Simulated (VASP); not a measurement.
Runs of VASP 6.6.1 on TiIn4. The structure is that of space group Im-3m (No. 229), or close to it. The cells are those of the table. The cell was generated, and may not be a known phase.

| task | cell | k mesh | cutoff (eV) | gap on the mesh (eV) | pressure (GPa) |
| --- | --- | --- | --- | --- | --- |
| relaxation of cell and atoms | relaxed from a = 5.240 Å, angles 109.5°, 5 atoms | 4 × 4 × 4 | 600 | none | -0.1 |
| single point | a = 5.240 Å, angles 109.5°, 5 atoms | 4 × 4 × 4 | 520 | none | (a) |
| single point | a = 5.658 Å, angles 109.5°, 5 atoms | 4 × 4 × 4 | 520 | none | -0.1 |
| single point | a = 5.658 Å, angles 109.5°, 5 atoms | 8 × 8 × 8 | 520 | none | 0.0 |

Alike in all rows: level PBE; potentials or basis VASP PAW PBE potentials, release 64 (Ti_sv, In_d); no spin polarisation; smearing gaussian 0.1 eV.

Question: Fill in the values left out.

Answer: (a) 18.3.

Caveats: some runs use coarse meshes; spin-orbit coupling is left out, which moves the levels of the heavy elements.

A k mesh can miss the band edges, and the runs leave out spin-orbit coupling on In.

A gap of «none» marks levels without a gap at the run's occupations.
